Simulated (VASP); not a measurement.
# P (P6_3/mmc) in VASP: notebook

Runs on P. Level: r2SCAN. Tasks: relaxation of cell and atoms.

All numbers are computed with VASP 6.6.1; they aren't measurements. Logs are shortened: lines on timing, memory, paths and dates and some standing lists are left out, and cuts for length are marked.

## Step 1: The cell of the first run

Symmetry: P6_3/mmc, No. 194, hexagonal system. Conventional cell: a = 3.308 Å, b = 3.308 Å, c = 3.235 Å, α = 90.00°, β = 90.00°, γ = 120.00°. P (site symmetry -6m2) has 8 P at 2.50 to 3.24 Å within 3.3 Å.

## Step 2: Relaxation of cell and atoms, r2SCAN

Contents of POSCAR:

```
P
1.0
    3.3084384766      0.0000000000      0.0000000000
   -1.6542192383      2.8651917676      0.0000000000
    0.0000000000      0.0000000000      3.2353219696
P
2
Direct
    0.3333333333      0.6666666667      0.2500000000
    0.6666666667      0.3333333333      0.7500000000
```

Contents of INCAR.step1:

```
PREC = Accurate
ENCUT = 600
ISMEAR = 0
SIGMA = 0.1
LREAL = F
LASPH = T
NELM = 60
GGA = PE
ALGO = Normal
EDIFF = 1E-4
LWAVE = T
LCHARG = F
```

Contents of INCAR.step2:

```
PREC = Accurate
ENCUT = 600
EDIFF = 1E-6
ISMEAR = 0
SIGMA = 0.1
LREAL = F
LASPH = T
NELM = 60
ALGO = Normal
ISIF = 3
LWAVE = F
LCHARG = F
METAGGA = R2SCAN
LMIXTAU = T
IBRION = 2
NSW = 90
EDIFFG = -0.04
ISTART = 1
```

Contents of KPOINTS:

```
Automatic mesh
0
Gamma
  6 6 6
```

Potentials or basis: VASP PAW PBE potentials, release 64 (P).

Started as:

```bash
> cat potpaw_PBE.64/P/POTCAR > POTCAR
> cp INCAR.step1 INCAR
> mpirun -np 1 vasp_std > vasp.out
> cp INCAR.step2 INCAR
> mpirun -np 1 vasp_std > vasp.out
```

OUTCAR:

```text
PREC = Accurate
   ENCUT = 600
   EDIFF = 1E-6
   ISMEAR = 0
   LREAL = F
   LASPH = T
   NELM = 60
   ISIF = 3
   METAGGA = R2SCAN
   IBRION = 2
   NSW = 90
   EDIFFG = -0.04
   ISTART = 1

 ion  position               nearest neighbor table
   1  0.333  0.667  0.250-   2 2.50   2 2.50   2 2.50   2 2.50   2 2.50   2 2.50
   2  0.667  0.333  0.750-   1 2.50   1 2.50   1 2.50   1 2.50   1 2.50   1 2.50

  LATTYP: Found a hexagonal cell.
 ALAT       =     3.3084384766
 C/A-ratio  =     0.9778999950

  Lattice vectors:

 A1 = (   3.3084384766,   0.0000000000,   0.0000000000)
 A2 = (  -1.6542192383,   2.8651917676,   0.0000000000)
 A3 = (   0.0000000000,   0.0000000000,   3.2353219696)

Analysis of symmetry for initial positions (statically):
=====================================================================
 Subroutine PRICEL returns:
 Original cell was already a primitive cell.

 Routine SETGRP: Setting up the symmetry group for a
 hexagonal supercell.

 Subroutine GETGRP returns: Found 24 space group operations
 (whereof 12 operations were pure point group operations)
 out of a pool of 24 trial point group operations.

The static configuration has the point symmetry D_3d.
 The point group associated with its full space group is D_6h.

Analysis of symmetry for dynamics (positions and initial velocities):
=====================================================================
 Subroutine PRICEL returns:
 Original cell was already a primitive cell.

 Routine SETGRP: Setting up the symmetry group for a
 hexagonal supercell.

 Subroutine GETGRP returns: Found 24 space group operations
 (whereof 12 operations were pure point group operations)
 out of a pool of 24 trial point group operations.

The dynamic configuration has the point symmetry D_3d.
 The point group associated with its full space group is D_6h.

 Subroutine INISYM returns: Found 24 space group operations
 (whereof 12 operations are pure point group operations),
 and found     1 'primitive' translations

----------------------------------------------------------------------------------------

                                     Primitive cell

  volume of cell :      30.6686

  direct lattice vectors                    reciprocal lattice vectors
     3.308438477  0.000000000  0.000000000     0.302257396  0.174508389  0.000000000
    -1.654219238  2.865191768  0.000000000     0.000000000  0.349016778  0.000000000
     0.000000000  0.000000000  3.235321970     0.000000000  0.000000000  0.309088248

  length of vectors
     3.308438477  3.308438477  3.235321970     0.349016778  0.349016778  0.309088248

  position of ions in fractional coordinates (direct lattice)
     0.333333333  0.666666667  0.250000000
     0.666666667  0.333333333  0.750000000

  ion indices of the primitive-cell ions
   primitive index   ion index
                 1           1
                 2           2

----------------------------------------------------------------------------------------

 KPOINTS: Automatic mesh

Automatic generation of k-mesh.
 Grid dimensions read from file:
 generate k-points for:    6    6    6

 Generating k-lattice:

  Cartesian coordinates                     Fractional coordinates (reciprocal lattice)
     0.050376233  0.029084732  0.000000000     0.166666667 -0.000000000  0.000000000
     0.000000000  0.058169463  0.000000000     0.000000000  0.166666667  0.000000000
     0.000000000  0.000000000  0.051514708     0.000000000  0.000000000  0.166666667

  Length of vectors
     0.058169463  0.058169463  0.051514708

  Shift w.r.t. Gamma in fractional coordinates (k-lattice)
     0.000000000  0.000000000  0.000000000

 Subroutine IBZKPT returns following result:
 ===========================================

 Found     28 irreducible k-points:

 Following reciprocal coordinates:
            Coordinates               Weight
  0.000000  0.000000  0.000000      1.000000
  0.166667  0.000000  0.000000      6.000000
  0.333333  0.000000  0.000000      6.000000
  0.500000 -0.000000  0.000000      3.000000
  0.166667  0.166667  0.000000      6.000000
  0.333333  0.166667  0.000000     12.000000
[... 16 lines left out ...]
  0.166667  0.000000  0.500000      6.000000
  0.333333  0.000000  0.500000      6.000000
 [... further k-points ...]
   k-points           NKPTS =     28   k-points in BZ     NKDIM =     28   number of bands    NBANDS=      9
   number of dos      NEDOS =    301   number of ions     NIONS =      2
   total plane-waves  NPLWV =  21952
   dimension x,y,z NGX =    28 NGY =   28 NGZ =   28
   dimension x,y,z NGXF=    56 NGYF=   56 NGZF=   56
   ions per type =               2
   NGX,Y,Z   is equivalent  to a cutoff of  14.07, 14.07, 14.39 a.u.
   NGXF,Y,Z  is equivalent  to a cutoff of  28.14, 28.14, 28.78 a.u.
 SYSTEM =  unknown system
   PREC   = accura    normal or accurate (medium, high low for compatibility)
   ISTART =      1    job   : 0-new  1-cont  2-samecut
   ICHARG =      0    charge: 1-file 2-atom 10-const
   ISPIN  =      1    spin polarized calculation?
   LNONCOLLINEAR =      F non collinear calculations
   LSORBIT =      F    spin-orbit coupling
   LASPH  =      T    aspherical Exc in radial PAW
   ENCUT  =  600.0 eV  44.10 Ry    6.64 a.u.   6.61  6.61  6.46*2*pi/ulx,y,z
   NELM   =     60;   NELMIN=  2; NELMDL=  0     # of ELM steps
   EDIFF  = 0.1E-05   stopping-criterion for ELM
   LREAL  =      F    real-space projection
   EDIFFG = -.4E-01   stopping-criterion for IOM
   NSW    =     90    number of steps for IOM
   IBRION =      2    ionic relax: 0-MD 1-quasi-New 2-CG
   NFREE  =      1    steps in history (QN), initial steepest desc. (CG)
   ISIF   =      3    stress and relaxation
   ISYM   =      2    0-nonsym 1-usesym 2-fastsym
   POTIM  = 0.5000    time-step for ionic-motion
   TEBEG  =    0.0;   TEEND  =   0.0 temperature during run
   PSTRESS=    0.0 pullay stress
   NELECT =      10.0000    total number of electrons
   NUPDOWN=      -1.0000    fix difference up-down
   EMIN   =  10.00;   EMAX   =-10.00  energy-range for DOS
   EFERMI =   0.00;   METHOD = LEGACY
   ISMEAR =     0;   SIGMA  =   0.10  broadening in eV -4-tet -1-fermi 0-gaus
   EFERMI_NEDOS =   21; number of points for ismear=-14 and -15
   IALGO  =     38    algorithm
   IMIX   =      4    mixing-type and parameters
     AMIX     =   0.40;   BMIX     =  1.00
     AMIX_MAG =   1.60;   BMIX_MAG =  1.00
  volume/ion in A,a.u.               =      15.33       103.48
  Fermi-wavevector in a.u.,A,eV,Ry     =   1.126791  2.129326 17.274748  1.269658
  Thomas-Fermi vector in A             =   2.263474
   LORBIT       =      0    0 simple, 1 ext, 2 COOP (PROOUT), +10 PAW based schemes
   METAGGA = R2SCAN    functional components
   LHFCALC =     F    Hartree Fock is set to
   AEXX    =    0.0000 exact exchange contribution
   IVDW    =     0    specifies the selected vdW correction
   LEPSILON=     F    determine dielectric tensor
   LRPA    =     F    only Hartree local field effects (RPA)
 conjugate gradient relaxation of ions
 non-spin polarized calculation
 Gauss-broadening in eV      SIGMA  =   0.10
  energy-cutoff  :      600.00
  volume of cell :       30.67
 maximum number of plane-waves:      1057
 NGX is ok and might be reduce to    28
   NGX = 13   NGY = 13   NGZ = 13

--------------------------------------- Ionic step        1  -------------------------------------------

 number of electron      10.0000000 magnetization

 Free energy of the ion-electron system (eV)
  ---------------------------------------------------
  ext. energy  EPLUGINS =         0.00000000
  ---------------------------------------------------
  free energy    TOTEN  =       -16.93521244 eV

  energy without entropy =      -16.93184238  energy(sigma->0) =      -16.93352741

------------------------ aborting loop because EDIFF is reached ----------------------------------------

  FORCE on cell =-STRESS in cart. coord.  units (eV):
  Direction    XX          YY          ZZ          XY          YZ          ZX
  --------------------------------------------------------------------------------------
  -------------------------------------------------------------------------------------
  Total       -0.7155912     -0.7155912     -0.8194481     -0.0000000     -0.0000000      0.0000000
  in kB      -37.3836169    -37.3836169    -42.8092650     -0.0000000     -0.0000000      0.0000000
  external PRESSURE =     -39.1921663 kB  Pullay stress =       0.0000000 kB
[... 129 lines left out ...]
  energy  without entropy=      -16.9470593171  energy(sigma->0) =      -16.94844064

--------------------------------------- Ionic step        5  -------------------------------------------

 number of electron      10.0000001 magnetization

 Free energy of the ion-electron system (eV)
  ---------------------------------------------------
  ext. energy  EPLUGINS =         0.00000000
  ---------------------------------------------------
  free energy    TOTEN  =       -16.94995473 eV

  energy without entropy =      -16.94750339  energy(sigma->0) =      -16.94872906

 E-fermi :   9.4388     XC(G=0): -11.8464

 val. band max:        9.3171370103   @ k =   0.3333   0.1667   0.3333
 cond. band min:       9.4804266986   @ k =   0.3333   0.3333   0.0000
 fundamental gap:      0.1632896883
 Fermi energy:         9.4387956412

 k-point     1 :       0.0000    0.0000    0.0000
  band No.  band energies     occupation
      1      -7.8429      2.00000
      2       5.1709      2.00000
      3       6.3331      2.00000
      4       7.5337      2.00000
      5       7.5337      2.00000
      6      11.8732      0.00000
      7      11.8732      0.00000
      8      12.6610      0.00000
      9      18.3774      0.00000
[... 265 lines left out ...]
 k-point    24 :       0.3333    0.0000    0.5000
  band No.  band energies     occupation
      1      -2.4714      2.00000
      2      -2.4714      2.00000
      3       3.9288      2.00000
      4       3.9288      2.00000
      5       8.8379      2.00000
      6       8.8379      2.00000
      7      12.8473      0.00000
      8      12.8473      0.00000
      9      21.6117      0.00000

 [... further k-points ...]
[... 5 lines left out ...]
  --------------------------------------------------------------------------------------
  -------------------------------------------------------------------------------------
  Total        0.0013301      0.0013301      0.0004387      0.0000000     -0.0000000      0.0000000
  in kB        0.0722453      0.0722453      0.0238311      0.0000000     -0.0000000      0.0000000
  external PRESSURE =       0.0561072 kB  Pullay stress =       0.0000000 kB
[... 17 lines left out ...]
  FREE ENERGIE OF THE ION-ELECTRON SYSTEM (eV)
  ---------------------------------------------------
  free  energy   TOTEN  =       -16.9499547278 eV

  energy  without entropy=      -16.9475033853  energy(sigma->0) =      -16.94872906

 reached required accuracy - stopping structural energy minimisation
```

Wall time 2.1 min (1 thread of Intel Xeon Platinum 8375C at 2.90GHz (Ice Lake), shared host); peak memory 0.15 GiB.

What came out:

* Free energy: -16.9500 eV
* Relaxed volume: 14.75 Å³/atom
* Relaxed cell: a = 3.264 Å, b = 3.264 Å, c = 3.197 Å, α = 90.00°, β = 90.00°, γ = 120.00°
* Space group after relaxing (to 0.05 Å): P6_3/mmc (No. 194)
* Energy gained by relaxing: 7.4 meV/atom
* Ionic steps: 5
* Pressure after relaxing: 0.0 GPa
* Band gap on the k mesh: zero (band 5 reaches 11.19 eV, above the bottom of band 6 at 5.22 eV)

The path:
```csv
step,energy change (eV),largest force (eV/Å),pressure (GPa),volume (Å³)
1,0.0000,0.0000,-3.92,30.67
2,-0.0114,0.0000,1.88,29.03
3,-0.0144,0.0000,-0.04,29.53
4,-0.0146,0.0000,0.03,29.47
5,-0.0147,0.0000,0.01,29.50
```

Final structure:
```
P
1.0
     3.26390    0.00000    0.00000
    -1.63195    2.82662    0.00000
     0.00000    0.00000    3.19722
P
2
Direct
  0.33333 0.66667 0.25000
  0.66667 0.33333 0.75000
```

Caveat: the k points lie up to 0.37 Å⁻¹ apart in the final cell; the PAW data sets were made with another functional, which shifts forces and pressure a little.

## Step 3: Relaxation of cell and atoms, r2SCAN

This run uses another cell than the first one, of 14.69 Å³/atom, 0.958 times its volume.

Contents of POSCAR:

```
P
1.0
    2.7114791008      0.0000000000      0.0000000000
   -1.3557395504      2.3482097831      0.0000000000
    0.0000000000      0.0000000000      4.6136812257
P
2
Direct
    0.3333333333      0.6666666667      0.2500000000
    0.6666666667      0.3333333333      0.7500000000
```

Contents of INCAR.step1:

```
ALGO = Normal
EDIFF = 1E-4
ENCUT = 600
GGA = PE
ISMEAR = 0
LASPH = T
LCHARG = F
LREAL = F
LWAVE = T
NELM = 80
PREC = Accurate
SIGMA = 0.1
```

Contents of INCAR.step2:

```
ALGO = Normal
EDIFF = 1E-7
EDIFFG = -0.04
ENCUT = 600
IBRION = 2
ISIF = 3
ISMEAR = 0
ISTART = 1
LASPH = T
LCHARG = F
LMIXTAU = T
LREAL = F
LWAVE = F
METAGGA = R2SCAN
NELM = 80
NSW = 90
PREC = Accurate
SIGMA = 0.1
```

Contents of KPOINTS:

```
k-points
0
Gamma
  9 9 4
```

Potentials or basis: VASP PAW PBE potentials, release 64 (P).

Started as:

```bash
> cat potpaw_PBE.64/P/POTCAR > POTCAR
> cp INCAR.step1 INCAR
> mpirun -np 1 vasp_std > vasp.out
> cp INCAR.step2 INCAR
> mpirun -np 1 vasp_std > vasp.out
```

Wall time 12 min (1 thread of Intel Xeon Platinum 8375C at 2.90GHz (Ice Lake), shared host); peak memory 0.16 GiB.

It converged, with:

| Quantity | Value |
| --- | --- |
| Free energy | -16.9974 eV |
| Relaxed volume | 15.27 Å³/atom |
| Relaxed cell | a = 3.305 Å, b = 3.305 Å, c = 3.230 Å, α = 90.00°, β = 90.00°, γ = 120.00° |
| Space group after relaxing (to 0.05 Å) | P6_3/mmc (No. 194) |
| Energy gained by relaxing | 622.4 meV/atom |
| Ionic steps | 21 |
| Pressure after relaxing | 0.2 GPa |
| Band gap on the k mesh | zero (band 5 reaches 10.41 eV, above the bottom of band 6 at 4.95 eV) |

Stress tensor (GPa, compression positive):
```
0.14 0.00 0.00
0.00 0.14 0.00
0.00 0.00 0.22
```

The path:
| step | energy change (eV) | largest force (eV/Å) | pressure (GPa) | volume (Å³) |
| --- | --- | --- | --- | --- |
| 1 | 0.0000 | 0.0000 | 0.67 | 29.38 |
| 2 | -0.0056 | 0.0000 | -0.26 | 29.64 |
| 3 | -0.0161 | 0.0000 | -2.52 | 30.40 |
| 4 | -0.0161 | 0.0000 | -2.17 | 30.25 |
| 5 | -0.0186 | 0.0000 | -2.07 | 30.21 |
| 6 | -0.0285 | 0.0000 | -3.12 | 30.10 |
| 7 | -0.0886 | 0.0000 | -3.41 | 29.85 |
| 8 | -0.1519 | 0.0000 | -1.87 | 29.25 |
| 9 | -0.7297 | 0.0000 | 5.57 | 27.65 |
| 10 | 0.3841 | 0.0000 | 48.54 | 22.74 |
| 11 | -0.6111 | 0.0000 | 29.92 | 24.80 |
| 12 | -1.0143 | 0.0000 | 16.08 | 26.47 |
| 13 | -1.0101 | 0.0000 | 18.21 | 26.14 |
| 14 | -1.0018 | 0.0000 | 19.02 | 26.01 |
| 15 | -1.1029 | 0.0000 | 13.62 | 27.00 |
| 16 | -1.2369 | 0.0000 | 1.19 | 30.04 |
| 17 | -1.2385 | 0.0000 | -0.07 | 30.41 |
| 18 | -1.2418 | 0.0000 | 0.07 | 30.43 |
| 19 | -1.2444 | 0.0000 | 0.32 | 30.47 |
| 20 | -1.2446 | 0.0000 | 0.40 | 30.48 |
| 21 | -1.2447 | 0.0000 | 0.16 | 30.55 |

Final structure:
```cif
data_structure
_symmetry_space_group_name_H-M 'P 1'
_symmetry_Int_Tables_number 1
_cell_length_a 3.3048
_cell_length_b 3.3048
_cell_length_c 3.2297
_cell_angle_alpha 90.000
_cell_angle_beta 90.000
_cell_angle_gamma 120.000
_cell_volume 30.55
loop_
_atom_site_label
_atom_site_type_symbol
_atom_site_fract_x
_atom_site_fract_y
_atom_site_fract_z
_atom_site_occupancy
P1 P 0.33333 0.66667 0.25000 1
P2 P 0.66667 0.33333 0.75000 1
```

Levels at points of the mesh, in eV from the Fermi level:
```csv
k point,band 2,band 3,band 4,band 5,band 6,band 7,band 8,band 9
"(0.00, 0.00, 0.00)",-4.12,-3.37,-1.90,-1.90,2.38,2.38,3.32,8.56
"(0.00, 0.00, 0.50)",-13.41,0.99,0.99,0.99,0.99,3.37,3.37,7.58
```

Caveat: the PAW data sets were made with another functional, which shifts forces and pressure a little.

(Continued in part 2 of 2.)
